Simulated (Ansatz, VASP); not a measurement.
Two plane-wave programs on MgO

```xyz
8
Lattice="3.2805 0.0000 0.0000 -1.6403 2.8410 0.0000 0.0000 0.0000 10.5139" Properties=species:S:1:pos:R:3 pbc="T T T"
Mg   -0.2200    2.2240   10.1931
Mg    0.1534   -0.2301    2.3217
Mg   -0.1534    0.2301    7.5786
Mg    1.8603    0.6170    4.9362
O    -0.1659    2.1429    8.2013
O     0.2013   -0.3019    5.5686
O    -0.2013    0.3019    0.3117
O     1.8062    0.6981    2.9443
```

Change from the starting cell: mode 4 frozen in at -0.220 Å and mode 5 at +0.330 Å (largest displacements).

Alike in both runs: task single point; functional PBE; k mesh 9 × 9 × 2; occupations gaussian, width 0.05 eV; no spin polarisation.

```csv
,VASP,Ansatz
version,VASP 6.6.1,Ansatz 0.2.0
potentials or method,"VASP PAW PBE potentials, release 64 (Mg, O), cutoff 520 eV","scalar-relativistic, plane waves, PAW"
valence electrons in the cell,32,64
```

VASP gave:

```
gap on the k mesh at the Fermi level (eV)                     : 3.07
least direct gap on the mesh (eV)                             : 3.07
pressure (GPa)                                                : -1.3
traceless stress, the component that is largest in VASP (GPa) : -3.91
rms of the force components (eV/Å)                            : 0.233
```

Estimate Ansatz's values.

gap on the k mesh at the Fermi level (eV): 3.09; least direct gap on the mesh (eV): 3.09; pressure (GPa): -0.9; traceless stress, the component that is largest in VASP (GPa): -3.86; rms of the force components (eV/Å): 0.230.

Atom by atom the forces differ by 0.004 eV/Å (rms over components). VASP's potentials hold 32 valence electrons a cell and Ansatz's 64, so a difference there can come from the potentials and not from the codes.
